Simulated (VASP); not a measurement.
Write the native input for VASP 6.6.1 that does the following.

| Quantity | Value |
| --- | --- |
| Task | single point |
| Functional | PBE |
| Potentials or basis | VASP PAW PBE potentials, release 64 (Cd, S) |
| Cutoff | 520 eV |
| k mesh | 8 × 8 × 5 |
| Occupations | fermi-dirac, width 0.05 eV |
| Spin | no spin polarisation |
| Dipole correction | no |
| Further INCAR settings | ALGO = Normal; EDIFF = 1e-07; NBANDS = 22 |

The structure of Cd2S lies in POSCAR:

```
Cd2S
1.0
    3.9600881144      0.0000000000      0.0000000000
   -1.9800440572      3.4295369083      0.0000000000
    0.0000000000      0.0000000000      5.8143873870
Cd S
2 1
Direct
    0.3333333333      0.6666666667      0.9340319448
    0.6666666667      0.3333333333      0.5768426443
    0.3333333333      0.6666666667      0.3662824110
```

The input as run:

INCAR

```
SYSTEM = Cd2S
  ALGO = Normal
  EDIFF = 1E-7
  ENCUT = 520
  GGA = PE
  ISIF = 2
  ISMEAR = -1
  LASPH = .True.
  LCHARG = .False.
  LREAL = .False.
  LWAVE = .False.
  NBANDS = 22
  NELM = 80
  PREC = Accurate
  SIGMA = 0.05
```

KPOINTS

```
k-points
0
Gamma
  8 8 5
  0 0 0
```

Potentials or basis: VASP PAW PBE potentials, release 64 (Cd, S).

Launch:

```bash
$ cat potpaw_PBE.64/Cd/POTCAR potpaw_PBE.64/S/POTCAR > POTCAR
$ mpirun -np 1 vasp_std > vasp.out
```

Results of the run:

* Pressure: 0.3 GPa
* Largest force: 0.025 eV/Å
* Band gap on the k mesh: 0.23 eV (least direct gap 0.57 eV)

Caveat: semilocal functionals underestimate gaps, and a narrow one can read as zero.

Run time: 2.4 min on 1 thread of Intel Xeon 8259CL (shared host), peak memory 0.23 GiB.
